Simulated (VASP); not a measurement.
Input of a VASP 6.6.1 run:

The input INCAR:

```
PREC     = Accurate       # precision mode
ENCUT    = 520            # plane-wave cutoff, eV
EDIFF    = 1E-6           # SCF threshold, eV
ISMEAR   = 0              # smearing method
SIGMA    = 0.1            # smearing width, eV
LREAL    = F              # projectors in reciprocal space
LASPH    = T              # aspherical terms in the spheres
NELM     = 100            # most SCF steps
ALGO     = Normal         # electronic algorithm
ISIF     = 2              # what is computed and relaxed
LWAVE    = F              # write WAVECAR
LCHARG   = F              # write CHGCAR
GGA      = PE             # functional
NBANDS   = 24             # bands
```

KPOINTS

```
Automatic mesh
0
Gamma
  4 4 4
```

File POSCAR:

```
SbAs2
1.0
    0.0000000000      4.2757321500      4.2757321500
    4.2757321500      0.0000000000      4.2757321500
    4.2757321500      4.2757321500      0.0000000000
Sb As
2 4
Direct
    0.5000000000      0.5000000000      0.5000000000
    0.7500000000      0.7500000000      0.7500000000
    0.1250000000      0.1250000000      0.1250000000
    0.6250000000      0.1250000000      0.1250000000
    0.1250000000      0.6250000000      0.1250000000
    0.1250000000      0.1250000000      0.6250000000
```

Potentials or basis: VASP PAW PBE potentials, release 64 (Sb, As).

Launch:

```console
$ cat potpaw_PBE.64/Sb/POTCAR potpaw_PBE.64/As/POTCAR > POTCAR
$ mpirun -np 1 vasp_std > vasp.out
```

(1) What does it give for the band gap on the k mesh?

(2) Estimate the pressure.

Results:

(1) zero (band 15 reaches 5.73 eV, above the bottom of band 16 at 4.55 eV).

(2) -8.0 GPa.

Caveat: spin-orbit coupling is left out, which moves the levels of the heavy elements.
